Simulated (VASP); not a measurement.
Wanted: the native input for a VASP 6.6.1 run.

```
Task                   : single point
Functional             : PBE
Potentials or basis    : VASP PAW PBE potentials, release 64 (Al, Cu)
Cutoff                 : 520 eV
k mesh                 : 12 × 12 × 12
Occupations            : gaussian, width 0.15 eV
Spin                   : no spin polarisation
Dipole correction      : no
Further INCAR settings : ALGO = Fast; EDIFF = 1e-06; NBANDS = 26
```

The structure of Al2Cu lies in POSCAR:

```
Al2Cu
1.0
   -2.9354032152      2.9354032152      2.4782417120
    2.9354032152     -2.9354032152      2.4782417120
    2.9354032152      2.9354032152     -2.4782417120
Al Cu
4 2
Direct
    0.1587211842      0.6587211842      0.8174423684
    0.6587211842      0.8412788158      0.5000000000
    0.8412788158      0.3412788158      0.1825576316
    0.3412788158      0.1587211842      0.5000000000
    0.7500000000      0.7500000000      0.0000000000
    0.2500000000      0.2500000000      0.0000000000
```

This cell differs from its parent crystal: strain -0.030 along x and y, +0.015 along z.

The input as run:

INCAR

```
SYSTEM = Al2Cu
PREC = Accurate
ENCUT = 520
EDIFF = 1E-6
ISMEAR = 0
SIGMA = 0.15
LREAL = .FALSE.
LASPH = .TRUE.
NELM = 100
ALGO = Fast
ISIF = 2
LWAVE = .FALSE.
LCHARG = .TRUE.
GGA = PE
LELF = .TRUE.
LVHAR = .TRUE.
NBANDS = 26
```

KPOINTS

```
Automatic mesh
0
G
  12 12 12
  0 0 0
```

Potentials or basis: VASP PAW PBE potentials, release 64 (Al, Cu).

Launch:

```console
$ cat potpaw_PBE.64/Al/POTCAR potpaw_PBE.64/Cu/POTCAR > POTCAR
$ mpirun -np 1 vasp_std > vasp.out
```

Results of the run:

| Quantity | Value |
| --- | --- |
| Pressure | 5.3 GPa |
| Largest force | 0.104 eV/Å |
| Band gap on the k mesh | zero (bands 17 and 18 overlap by 4.06 eV) |

Caveat: the cell differs from its parent crystal (strain -0.030 along x and y, +0.015 along z); the stress differs along the axes, from 1 to 7 GPa.

It took 7.3 min on 1 thread of Intel(R) Xeon(R) Platinum 8259CL CPU @ 2.50GHz (Skylake/Cascade Lake) (shared host), peak memory 0.43 GiB.
